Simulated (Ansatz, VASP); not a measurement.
One calculation of InP, two programs

```
In P
1.0
     0.00000    2.91349    2.91349
     2.91349    0.00000    2.91349
     2.91349    2.91349    0.00000
In P
1 1
Direct
  0.00000 0.00000 0.00000
  0.75000 0.75000 0.75000
```

Change from the starting cell: engineering shear strain xy +0.0000, equal normal strain along x and y +0.0000.

Alike in both runs: task relaxation of the atoms; functional LDA; k mesh 10 × 10 × 10; occupations gaussian, width 0.05 eV; no spin polarisation.

|  | VASP | Ansatz |
| --- | --- | --- |
| version | VASP 6.6.1 | Ansatz 0.2.0 |
| potentials or method | VASP PAW LDA potentials, release 64 (In_d, P), cutoff 450 eV | scalar-relativistic, plane waves, PAW |
| valence electrons in the cell | 18 | 18 |

```csv
,VASP,Ansatz,Ansatz less VASP
"gap on the k mesh at the Fermi level, each at its own relaxed structure (eV)",0.61,0.57,-0.031
```

Ansatz warns that its potentials were made for another functional, while VASP's fit it. LDA's correlation is that of Perdew and Zunger in VASP and of Perdew and Wang (1992) in Ansatz. Ansatz's warnings: stress scf threshold loose.

Noted on VASP's run: the relaxation stopped at its first step, so nothing moved.
